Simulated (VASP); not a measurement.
# Ta (Im-3m) in VASP: single point with r2SCAN

Aim: the single point of Ta with r2SCAN.

Everything below comes from runs of VASP 6.6.1. Logs are shortened: lines on timing, memory, paths and dates and some standing lists are left out, and cuts for length are marked.

### Step 1. The cell of the first run

The structure is cubic, space group Im-3m (No. 229). The conventional cell has a = 3.306 Å, b = 3.306 Å, c = 3.306 Å, α = 90.00°, β = 90.00°, γ = 90.00°. Within 3.8 Å of Ta (site symmetry m-3m) lie 14 Ta at 2.86 to 3.31 Å.

### Step 2. Single point, r2SCAN

File POSCAR:

```
Ta
1.0
    0.0000000000     -3.3058596895      3.3058596895
    3.3058596895     -3.3058596895      0.0000000000
    3.3058596895      0.0000000000      3.3058596895
Ta
4
Direct
    0.0000000000      0.0000000000      0.0000000000
    0.2500000000      0.2500000000      0.2500000000
    0.5000000000      0.5000000000      0.5000000000
    0.7500000000      0.7500000000      0.7500000000
```

File INCAR.step1:

```
SYSTEM = Ta
ALGO = Normal
EDIFF = 1E-4
ENCUT = 520
GGA = PE
ISMEAR = 0
LASPH = .TRUE.
LCHARG = .FALSE.
LREAL = .FALSE.
LWAVE = .TRUE.
NBANDS = 30
NELM = 80
PREC = Accurate
SIGMA = 0.1
```

File INCAR.step2:

```
SYSTEM = Ta
ALGO = Normal
EDIFF = 1E-6
ENCUT = 520
ISIF = 2
ISMEAR = 0
ISTART = 1
LASPH = .TRUE.
LCHARG = .FALSE.
LMIXTAU = .TRUE.
LREAL = .FALSE.
LWAVE = .FALSE.
METAGGA = R2SCAN
NBANDS = 30
NELM = 80
PREC = Accurate
SIGMA = 0.1
```

File KPOINTS:

```
k-points
0
G
  12 12 12
  0 0 0
```

Potentials or basis: VASP PAW PBE potentials, release 64 (Ta_pv).

Launch:

```
> cat potpaw_PBE.64/Ta_pv/POTCAR > POTCAR
> cp INCAR.step1 INCAR
> mpirun -np 1 vasp_std > vasp.out
> cp INCAR.step2 INCAR
> mpirun -np 1 vasp_std > vasp.out
```

OUTCAR:

```text
SYSTEM = Ta
   EDIFF = 1E-6
   ENCUT = 520
   ISIF = 2
   ISMEAR = 0
   ISTART = 1
   LASPH = .TRUE.
   LREAL = .FALSE.
   METAGGA = R2SCAN
   NELM = 80
   PREC = Accurate

 ion  position               nearest neighbor table
   1  0.000  0.000  0.000-   4 2.86   4 2.86   4 2.86   2 2.86   4 2.86   2 2.86   2 2.86   2 2.86
                             3 3.31   3 3.31   3 3.31   3 3.31   3 3.31   3 3.31
   2  0.250  0.250  0.250-   1 2.86   1 2.86   1 2.86   1 2.86   3 2.86   3 2.86   3 2.86   3 2.86
                             4 3.31   4 3.31   4 3.31   4 3.31   4 3.31   4 3.31
   3  0.500  0.500  0.500-   2 2.86   2 2.86   2 2.86   2 2.86   4 2.86   4 2.86   4 2.86   4 2.86
                             1 3.31   1 3.31   1 3.31   1 3.31   1 3.31   1 3.31
   4  0.750  0.750  0.750-   3 2.86   3 2.86   3 2.86   1 2.86   3 2.86   1 2.86   1 2.86   1 2.86
                             2 3.31   2 3.31   2 3.31   2 3.31   2 3.31   2 3.31

  LATTYP: Found a face centered cubic cell.
 ALAT       =     6.6117193790

  Lattice vectors:

 A1 = (   0.0000000000,  -3.3058596895,   3.3058596895)
 A2 = (   3.3058596895,  -3.3058596895,   0.0000000000)
 A3 = (   3.3058596895,   0.0000000000,   3.3058596895)

Analysis of symmetry for initial positions (statically):
=====================================================================
 Subroutine PRICEL returns following result:

  LATTYP: Found a body centered cubic cell.
 ALAT       =     3.3058596895

  Lattice vectors:

 A1 = (  -1.6529298448,   1.6529298448,  -1.6529298447)
 A2 = (   1.6529298447,  -1.6529298447,  -1.6529298447)
 A3 = (  -1.6529298447,  -1.6529298448,   1.6529298447)

   4 primitive cells build up your supercell.

 Routine SETGRP: Setting up the symmetry group for a
 face centered cubic supercell.

 Subroutine GETGRP returns: Found 48 space group operations
 (whereof 48 operations were pure point group operations)
 out of a pool of 48 trial point group operations.

The static configuration has the point symmetry O_h .

Analysis of symmetry for dynamics (positions and initial velocities):
=====================================================================
 Subroutine PRICEL returns following result:

  LATTYP: Found a body centered cubic cell.
 ALAT       =     3.3058596895

  Lattice vectors:

 A1 = (  -1.6529298448,   1.6529298448,  -1.6529298447)
 A2 = (   1.6529298447,  -1.6529298447,  -1.6529298447)
 A3 = (  -1.6529298447,  -1.6529298448,   1.6529298447)

   4 primitive cells build up your supercell.
[... 99 lines left out ...]
   ICHARG =      0    charge: 1-file 2-atom 10-const
   ISPIN  =      1    spin polarized calculation?
   LNONCOLLINEAR =      F non collinear calculations
   LSORBIT =      F    spin-orbit coupling
   LASPH  =      T    aspherical Exc in radial PAW
   ENCUT  =  520.0 eV  38.22 Ry    6.18 a.u.   8.69  8.69  8.69*2*pi/ulx,y,z
   NELM   =     80;   NELMIN=  2; NELMDL=  0     # of ELM steps
   EDIFF  = 0.1E-05   stopping-criterion for ELM
   LREAL  =      F    real-space projection
   EDIFFG = 0.1E-04   stopping-criterion for IOM
   NSW    =      0    number of steps for IOM
   IBRION =     -1    ionic relax: 0-MD 1-quasi-New 2-CG
   NFREE  =      0    steps in history (QN), initial steepest desc. (CG)
   ISIF   =      2    stress and relaxation
   ISYM   =      2    0-nonsym 1-usesym 2-fastsym
   POTIM  = 0.5000    time-step for ionic-motion
   TEBEG  =    0.0;   TEEND  =   0.0 temperature during run
   PSTRESS=    0.0 pullay stress
   NELECT =      44.0000    total number of electrons
   NUPDOWN=      -1.0000    fix difference up-down
   EMIN   =  10.00;   EMAX   =-10.00  energy-range for DOS
   EFERMI =   0.00;   METHOD = LEGACY
   ISMEAR =     0;   SIGMA  =   0.10  broadening in eV -4-tet -1-fermi 0-gaus
   EFERMI_NEDOS =   21; number of points for ismear=-14 and -15
   IALGO  =     38    algorithm
   IMIX   =      4    mixing-type and parameters
     AMIX     =   0.40;   BMIX     =  1.00
     AMIX_MAG =   1.60;   BMIX_MAG =  1.00
  volume/ion in A,a.u.               =      18.06       121.90
  Fermi-wavevector in a.u.,A,eV,Ry     =   1.387601  2.622186 26.197159  1.925437
  Thomas-Fermi vector in A             =   2.511807
   LORBIT       =      0    0 simple, 1 ext, 2 COOP (PROOUT), +10 PAW based schemes
   METAGGA = R2SCAN    functional components
   LHFCALC =     F    Hartree Fock is set to
   AEXX    =    0.0000 exact exchange contribution
   IVDW    =     0    specifies the selected vdW correction
   LEPSILON=     F    determine dielectric tensor
   LRPA    =     F    only Hartree local field effects (RPA)
 non-spin polarized calculation
 Gauss-broadening in eV      SIGMA  =   0.10
  energy-cutoff  :      520.00
  volume of cell :       72.26
 maximum number of plane-waves:      1964
   NGX = 17   NGY = 17   NGZ = 17

 number of electron      44.0000008 magnetization

 Free energy of the ion-electron system (eV)
  ---------------------------------------------------
  ext. energy  EPLUGINS =         0.00000000
  ---------------------------------------------------
  free energy    TOTEN  =      -194.32971882 eV

  energy without entropy =     -194.30445531  energy(sigma->0) =     -194.31708707

 E-fermi :   5.2700     XC(G=0): -13.7578

 val. band max:        5.2653848642   @ k =   0.3333   0.0833   0.0000
 cond. band min:       5.3023781334   @ k =   0.4167   0.2500   0.0000
 fundamental gap:      0.0369932692
 Fermi energy:         5.2700485463

 k-point     1 :       0.0000    0.0000    0.0000
  band No.  band energies     occupation
      1     -29.7865      2.00000
      2     -29.7865      2.00000
      3     -29.7864      2.00000
      4     -29.5563      2.00000
      5     -29.5563      2.00000
      6     -29.5563      2.00000
[... 781 lines left out ...]
     29       9.9649      0.00000
     30      10.3281      0.00000

 [... further k-points ...]
[... 5 lines left out ...]
  --------------------------------------------------------------------------------------
  -------------------------------------------------------------------------------------
  Total        0.2701387      0.2701387      0.2701387      0.0000000     -0.0000000      0.0000000
  in kB        5.9898241      5.9898241      5.9898241      0.0000000     -0.0000000      0.0000000
  external PRESSURE =       5.9898241 kB  Pullay stress =       0.0000000 kB

 VOLUME and BASIS-vectors are now :
 -----------------------------------------------------------------------------
  energy-cutoff  :      520.00
  volume of cell :       72.26
      direct lattice vectors                 reciprocal lattice vectors
     0.000000000 -3.305859690  3.305859690    -0.151246588 -0.151246588  0.151246588
     3.305859690 -3.305859690  0.000000000     0.151246588 -0.151246588 -0.151246588
     3.305859690  0.000000000  3.305859690     0.151246588  0.151246588  0.151246588

 POSITION                                       TOTAL-FORCE (eV/Angst)
 -----------------------------------------------------------------------------------
      0.00000      0.00000      0.00000        -0.000000      0.000000     -0.000000
      1.65293     -1.65293      1.65293        -0.000000      0.000000     -0.000000
      3.30586     -3.30586      3.30586         0.000000     -0.000000      0.000000
      4.95879     -4.95879      4.95879         0.000000     -0.000000      0.000000
 -----------------------------------------------------------------------------------
    total drift:                                0.000000     -0.000000      0.000000

  FREE ENERGIE OF THE ION-ELECTRON SYSTEM (eV)
  ---------------------------------------------------
  free  energy   TOTEN  =      -194.3297188225 eV

  energy  without entropy=     -194.3044553079  energy(sigma->0) =     -194.31708707
```

OUTCAR.step1:

```text
SYSTEM = Ta
   EDIFF = 1E-4
   ENCUT = 520
   GGA = PE
   ISMEAR = 0
   LASPH = .TRUE.
   LREAL = .FALSE.
   NELM = 80
[... 1036 lines left out ...]
      1.65293     -1.65293      1.65293        -0.000000      0.000000     -0.000000
      3.30586     -3.30586      3.30586         0.000000     -0.000000      0.000000
      4.95879     -4.95879      4.95879         0.000000      0.000000      0.000000
 -----------------------------------------------------------------------------------
    total drift:                                0.000000     -0.000000      0.000000

  FREE ENERGIE OF THE ION-ELECTRON SYSTEM (eV)
  ---------------------------------------------------
  free  energy   TOTEN  =       -47.2524641264 eV

  energy  without entropy=      -47.2240498690  energy(sigma->0) =      -47.23825700
```

OSZICAR.step1:

```text
N       E                     dE             d eps       ncg     rms          rms(c)
DAV:   1     0.418622173779E+03    0.41862E+03   -0.24471E+04  4320   0.153E+03
DAV:   2    -0.322595515326E+02   -0.45088E+03   -0.43976E+03  4740   0.448E+02
DAV:   3    -0.488196798618E+02   -0.16560E+02   -0.15907E+02  5590   0.773E+01
DAV:   4    -0.491045276958E+02   -0.28485E+00   -0.28301E+00  5212   0.927E+00
DAV:   5    -0.491104548810E+02   -0.59272E-02   -0.59207E-02  5366   0.115E+00    0.269E+01
DAV:   6    -0.476882712690E+02    0.14222E+01   -0.16139E+00  5212   0.926E+00    0.132E+01
DAV:   7    -0.472566665168E+02    0.43160E+00   -0.14617E+00  5158   0.825E+00    0.720E-01
DAV:   8    -0.472526940367E+02    0.39725E-02   -0.33585E-02  5180   0.130E+00    0.274E-01
DAV:   9    -0.472524931388E+02    0.20090E-03   -0.11368E-03  5242   0.239E-01    0.647E-02
DAV:  10    -0.472524641264E+02    0.29012E-04   -0.11698E-04  3386   0.879E-02
   1 F= -.47252464E+02 E0= -.47238257E+02  d E =-.284143E-01
```

Run time: 6 min. Hardware: 1 thread of Intel Xeon Platinum 8259CL at 2.50GHz (Skylake/Cascade Lake), shared host; peak memory 0.28 GiB.

What came out:

```yaml
Free_energy: -194.3297 eV
Pressure: 0.6 GPa
Band_gap_on_the_k_mesh: zero (bands 22 and 23 overlap by 2.35 eV)
```

Caveat: the PAW data sets were made with another functional, which shifts forces and pressure a little; spin-orbit coupling is left out, which moves the levels of the heavy elements.

The gap in the log of VASP goes by the Fermi energy; the results here count the filled bands.